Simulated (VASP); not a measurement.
**WS2: single point with r2SCAN**

WS2:

```xyz
9
Lattice="3.0047 0.0000 0.0000 -1.5023 2.6021 0.0000 0.0000 0.0000 16.9199" Properties=species:S:1:pos:R:3 pbc="T T T"
W     1.5023    0.8674   11.1625
W     0.0000    1.7347   16.6454
W     0.0000    1.7347    5.6797
S     1.5023    0.8674   18.2145
S     1.5023    0.8674    7.2562
S     0.0000    1.7347   12.7372
S     1.5023    0.8674   15.0689
S     1.5023    0.8674    4.1105
S     0.0000    1.7347    9.5879
```

| Quantity | Value |
| --- | --- |
| Program | VASP 6.6.1 |
| Task | single point |
| Functional | r2SCAN |
| Potentials or basis | VASP PAW PBE potentials, release 64 (W_sv, S) |
| Cutoff | 520 eV |
| k mesh | 12 × 12 × 2 |
| Occupations | gaussian, width 0.02 eV |
| Spin | no spin polarisation |
| Dipole correction | no |
| Further INCAR settings | ALGO = Normal; EDIFF = 1e-06; NBANDS = 49 |

| Item | Value |
| --- | --- |
| Pressure | 30.4 GPa |
| Largest force | 0.031 eV/Å |
| Band gap on the k mesh | 0.24 eV (least direct gap 1.78 eV) |

Forces in eV/Å, atoms in the order of the input:
```
W    0.000  0.000  0.000
W    0.000  0.000  0.001
W    0.000  0.000 -0.001
S    0.000  0.000  0.031
S    0.000  0.000  0.030
S    0.000  0.000  0.030
S    0.000  0.000 -0.030
S    0.000  0.000 -0.031
S    0.000  0.000 -0.030
```

Stress tensor (GPa, compression positive):
```
30.41  0.00  0.00
 0.00 30.41  0.00
 0.00  0.00 30.32
```

Levels at points of the mesh, in eV from the valence-band top:
| k point | band 35 | band 36 | band 37 | band 38 | band 39 | band 40 | band 41 | band 42 | band 43 | band 44 |
| --- | --- | --- | --- | --- | --- | --- | --- | --- | --- | --- |
| (0.00, 0.00, 0.00) | -2.55 | -2.50 | -1.34 | -0.24 | -0.09 | 2.00 | 2.00 | 2.20 | 2.20 | 2.23 |
| (0.50, 0.00, 0.00) | -2.71 | -2.30 | -2.22 | -2.05 | -1.78 | 2.05 | 2.67 | 2.72 | 2.76 | 2.96 |
| (0.00, 0.00, 0.50) | -2.58 | -2.58 | -0.96 | -0.51 | 0.00 | 2.02 | 2.02 | 2.15 | 2.15 | 2.25 |
| (0.50, 0.00, 0.50) | -2.58 | -2.40 | -2.38 | -1.95 | -1.77 | 2.18 | 2.59 | 2.67 | 2.70 | 2.79 |

Run time: 25 min on 1 thread of Intel Xeon 8259CL (shared host), peak memory 0.4 GiB.

Caveat: the cell stands under pressure; the PAW data sets were made with another functional, which shifts forces and pressure a little; spin-orbit coupling is left out, which moves the levels of the heavy elements. A k mesh can miss the band edges.
